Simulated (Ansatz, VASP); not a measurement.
One calculation of AlCo, two programs

INCAR

```
SYSTEM = AlCo
PREC = Accurate
ENCUT = 520
EDIFF = 1E-6
ISMEAR = 0
SIGMA = 0.15
LREAL = .False.
LASPH = .True.
NELM = 80
ALGO = Fast
ISIF = 2
LWAVE = .False.
LCHARG = .False.
GGA = PE
NBANDS = 20
```

Contents of KPOINTS:

```
regular mesh
0
Gamma
  22 16 16
  0 0 0
```

File POSCAR:

```
AlCo
1.0
   -2.8519023960      0.0000000000      0.0000000000
    0.0000000000      2.8519023960      2.8519023960
    0.0000000000      2.8519023960     -2.8519023960
Al Co
2 2
Direct
    0.0000000000      0.0387414924     -0.0387414924
    0.0000000000      0.4612585076      0.5387414924
    0.5000000000      0.5460219116      0.0460219116
    0.5000000000     -0.0460219116      0.4539780884
```

Input for Ansatz:

```yaml
crystal:
  lattice:
    - [-2.851902396, 0.0, 0.0]
    - [0.0, 2.851902396, 2.851902396]
    - [0.0, 2.851902396, -2.851902396]
  atoms:
    - { symbol: Al, position: [0.0, 0.0387414924, -0.0387414924] }
    - { symbol: Al, position: [0.0, 0.4612585076, 0.5387414924] }
    - { symbol: Co, position: [0.5, 0.5460219116, 0.0460219116] }
    - { symbol: Co, position: [0.5, -0.0460219116, 0.4539780884] }
basis:
  ecutwfc: 420
kpoints:
  mp_grid: { grid: [22, 16, 16] }
hamiltonian:
  xc: pbe
scf:
  occupations: { method: gaussian, width: 0.15 }
output:
  forces: true
  stress: true
  eigenvalues: true
```

Change from the starting cell: mode 4 (186.2 1/cm) frozen in, largest displacement +0.263 Å.

Alike in both runs: task single point; functional PBE; k mesh 22 × 16 × 16; occupations gaussian, width 0.15 eV; no spin polarisation.

```csv
,VASP,Ansatz
version,VASP 6.6.1,Ansatz 0.2.0
potentials or method,"VASP PAW PBE potentials, release 64 (Al, Co), cutoff 520 eV","scalar-relativistic, plane waves, PAW"
valence electrons in the cell,24,40
```

Ansatz gave:

```
gap on the k mesh at the Fermi level (eV)                     : none
pressure (GPa)                                                : 6.0
traceless stress, the component that is largest in VASP (GPa) : -10.18
rms of the force components (eV/Å)                            : 1.035
```

Problem. What did VASP give for the same quantities?

Solution. gap on the k mesh at the Fermi level (eV): none; pressure (GPa): 5.9; traceless stress, the component that is largest in VASP (GPa): -10.05; rms of the force components (eV/Å): 1.028.

Atom by atom the forces differ by 0.013 eV/Å (rms over components). A gap of «none» marks a metal or a gap that the smearing closes. VASP's potentials hold 24 valence electrons a cell and Ansatz's 40, so a difference there can come from the potentials and not from the codes.
